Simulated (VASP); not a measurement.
A run of VASP 6.6.1:

The input INCAR:

```
ALGO = Normal
EDIFF = 1E-6
ENCUT = 400
GGA = PS
GGA_COMPAT = F
ISIF = 2
ISMEAR = -1
ISYM = -1
LASPH = T
LCHARG = F
LREAL = Auto
LWAVE = F
NBANDS = 82
NELECT = 132.0
NELM = 120
PREC = Accurate
SIGMA = 0.05
```

KPOINTS

```
explicit points
4
Reciprocal
  0.25000000   0.25000000   0.25000000 2
  0.25000000   0.25000000   0.75000000 2
  0.25000000   0.75000000   0.25000000 2
  0.25000000   0.75000000   0.75000000 2
```

POSCAR

```
SiAg7Cl8
1.0
    0.0000000000      5.4477500000      5.4477500000
    5.4477500000      0.0000000000      5.4477500000
    5.4477500000      5.4477500000      0.0000000000
Cl Ag Si
8 7 1
Direct
    0.7518240000      0.2454330000      0.2532540000
    0.2434030000      0.7517190000      0.7555880000
    0.2508050000      0.7446200000      0.2491020000
    0.7524560000      0.2443530000      0.7454260000
    0.2533390000      0.2500920000      0.7483370000
    0.7521080000      0.7534740000      0.2405980000
    0.2503420000      0.2454290000      0.2520740000
    0.7517960000      0.7527660000      0.7462480000
    0.0004090000      0.0014700000      0.0025550000
    0.9929560000      0.0031000000      0.5008560000
    0.4912310000      0.5055500000      0.0047230000
    0.9953010000      0.4965240000      0.0072360000
    0.5016890000      0.0024820000      0.4998270000
    0.5047240000      0.9999820000      0.9994930000
    0.0002060000      0.5006610000      0.4988040000
    0.4948500000      0.4960150000      0.5091860000
```

Potentials or basis: VASP PAW PBE potentials, release 64 (Cl, Ag, Si).

Launch:

```bash
$ cat potpaw_PBE.64/Cl/POTCAR potpaw_PBE.64/Ag/POTCAR potpaw_PBE.64/Si/POTCAR > POTCAR
$ mpirun -np 1 vasp_std > vasp.out
```

Hardware: 1 thread of Intel Xeon 8259CL (shared host).

Question: How long does it take, and how much memory?

Answer: Run time: 5.5 min on 1 thread of Intel Xeon 8259CL, with other jobs on the host, peak memory 0.36 GiB. Counts: scf iterations 20, k points 4.
